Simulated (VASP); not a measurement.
Runs of VASP 6.6.1 on Na. The structure is that of space group Fm-3m (No. 225), or close to it. The cells are those of the table. 

```csv
task,cell,k mesh,cutoff (eV),gap on the mesh (eV),pressure (GPa)
single point,"a = 3.678 Å, angles 119.1, 119.1, 91.6°, 1 atom",16 × 16 × 16,520,none,0.1
single point,"a = 3.141 Å, angles 119.7, 119.7, 90.5°, 1 atom",18 × 18 × 18,520,none,10.2
single point,"a = 2.944 Å, angles 119.7, 119.7, 90.5°, 1 atom",20 × 20 × 20,520,none,(a)
single point,"a = 2.737 Å, angles 119.8, 119.8, 90.4°, 1 atom",20 × 20 × 20,520,none,(b)
relaxation of cell and atoms,"relaxed to 20 GPa from a = 3.058 Å, angles 119.7, 119.7, 90.5°, 1 atom",20 × 20 × 20,600,none,20.0
relaxation of cell and atoms,"relaxed to 40 GPa from a = 2.867 Å, angles 119.7, 119.7, 90.5°, 1 atom",20 × 20 × 20,600,none,40.0
single point,"a = 3.499 Å, angles 119.8, 119.8, 90.4°, 1 atom",16 × 16 × 16,520,none,2.0
relaxation of cell and atoms,"relaxed to 2 GPa from a = 3.687 Å, angles 119.7, 119.7, 90.5°, 1 atom",16 × 16 × 16,600,none,2.0
single point,"a = 3.316 Å, angles 119.7, 119.7, 90.4°, 1 atom",18 × 18 × 18,520,none,4.9
relaxation of cell and atoms,"relaxed to 5 GPa from a = 3.406 Å, angles 119.8, 119.8, 90.4°, 1 atom",18 × 18 × 18,600,none,5.0
relaxation of cell and atoms,"relaxed to 10 GPa from a = 3.228 Å, angles 119.7, 119.7, 90.4°, 1 atom",18 × 18 × 18,600,none,10.0
```

Alike in all rows: level PBEsol; potentials or basis VASP PAW PBE potentials, release 64 (Na_pv); no spin polarisation; smearing gaussian 0.1 eV.

Task: Fill in the values left out.

Result: (a) 19.9; (b) 39.3.

Caveats: the PAW data sets were made with another functional, which shifts forces and pressure a little; the cell is relaxed towards a set pressure, so the run minimises the enthalpy, not the energy (at least some runs); the cell stands under pressure (at least some runs).

A gap of «none» marks levels without a gap at the run's occupations.
